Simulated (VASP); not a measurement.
SiC5: single point with PBE

SiC5:

```xyz
6
Lattice="2.5185 0.0000 0.0000 -1.2592 2.1811 0.0000 0.0000 0.0000 7.9960" Properties=species:S:1:pos:R:3 pbc="T T T"
Si    0.0000    1.4540    0.0000
C     0.0000    1.4540    1.9958
C     0.0000    1.4540    6.0002
C     1.2592    0.7270    2.5098
C     1.2592    0.7270    3.9980
C     1.2592    0.7270    5.4863
```

| Property | Result |
| --- | --- |
| Program | VASP 6.6.1 |
| Task | single point |
| Functional | PBE |
| Potentials or basis | VASP PAW PBE potentials, release 64 (Si, C) |
| Cutoff | 520 eV |
| k mesh | 6 × 6 × 2 |
| Occupations | gaussian, width 0.1 eV |
| Spin | no spin polarisation |
| Dipole correction | no |
| Further INCAR settings | ALGO = Normal; EDIFF = 1e-06; NBANDS = 21 |

```yaml
Pressure: 0.5 GPa
Largest_force: 0.028 eV/Å
Band_gap_on_the_k_mesh: zero (bands 12 and 13 overlap by 5.81 eV)
```

Forces in eV/Å, atoms in the order of the input:
```
Si   0.000  0.000  0.000
C    0.000  0.000 -0.028
C    0.000  0.000  0.028
C    0.000  0.000 -0.017
C    0.000  0.000  0.000
C    0.000  0.000  0.017
```

Stress tensor (GPa, compression positive):
```
0.41 0.00 0.00
0.00 0.41 0.00
0.00 0.00 0.65
```

Levels at points of the mesh, in eV from the Fermi level:
| k point | band 10 | band 11 | band 12 | band 13 | band 14 | band 15 |
| --- | --- | --- | --- | --- | --- | --- |
| (0.00, 0.00, 0.00) | -1.91 | -1.67 | 3.43 | 3.43 | 6.72 | 6.72 |
| (0.50, 0.00, 0.00) | -5.12 | -3.96 | -3.29 | 1.97 | 2.10 | 4.70 |
| (0.00, 0.00, 0.50) | -1.92 | 0.44 | 3.44 | 3.44 | 4.87 | 6.64 |
| (0.50, 0.00, 0.50) | -5.15 | -4.55 | -1.80 | 1.24 | 2.14 | 3.93 |

Wall time 8 s on 1 thread of Intel(R) Xeon(R) 6975P-C (Granite Rapids) (shared host), peak memory 0.15 GiB.

Caveat: the k points lie up to 0.48 Å⁻¹ apart, too coarse for converged energies and pressures of a metal.
